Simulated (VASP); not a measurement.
A run of VASP 6.6.1:

POSCAR

```
AlGa3N4
1.0
    4.2420772296      0.0000000000      0.0000000000
    0.0000000000      4.2420772296      0.0000000000
    0.0000000000      0.0000000000      4.2420772296
Al Ga N
1 3 4
Direct
    0.0000000000      0.0000000000      0.0000000000
    0.5000000000      0.5000000000      0.0000000000
    0.5000000000      0.0000000000      0.5000000000
    0.0000000000      0.5000000000      0.5000000000
    0.7553510553      0.7553510553      0.2446489447
    0.7553510553      0.2446489447      0.7553510553
    0.2446489447      0.7553510553      0.7553510553
    0.2446489447      0.2446489447      0.2446489447
```

The input INCAR.step1:

```
ALGO = Normal
EDIFF = 1E-4
ENCUT = 520
GGA = PE
ISMEAR = 0
LASPH = True
LCHARG = False
LREAL = False
LWAVE = True
NBANDS = 41
NELM = 100
PREC = Accurate
SIGMA = 0.05
```

Contents of INCAR.step2:

```
ALGO = Normal
EDIFF = 1E-6
ENCUT = 520
ISIF = 2
ISMEAR = 0
ISTART = 1
LASPH = True
LCHARG = False
LMIXTAU = True
LREAL = False
LWAVE = False
METAGGA = R2SCAN
NBANDS = 41
NELM = 100
PREC = Accurate
SIGMA = 0.05
```

The input KPOINTS:

```
k-points
0
Gamma
  6 6 6
```

Potentials or basis: VASP PAW PBE potentials, release 64 (Al, Ga_d, N).

Run with:

```bash
$ cat potpaw_PBE.64/Al/POTCAR potpaw_PBE.64/Ga_d/POTCAR potpaw_PBE.64/N/POTCAR > POTCAR
$ cp INCAR.step1 INCAR
$ mpirun -np 1 vasp_std > vasp.out
$ cp INCAR.step2 INCAR
$ mpirun -np 1 vasp_std > vasp.out
```

Hardware: 1 thread of Intel(R) Xeon(R) 6975P-C (Granite Rapids), with other jobs on the host.

Problem. How long does it take, and how much memory?

Solution. Run time: 82 s on 1 thread of Intel(R) Xeon(R) 6975P-C (Granite Rapids) (shared host), peak memory 0.21 GiB. Counts: k points 20.
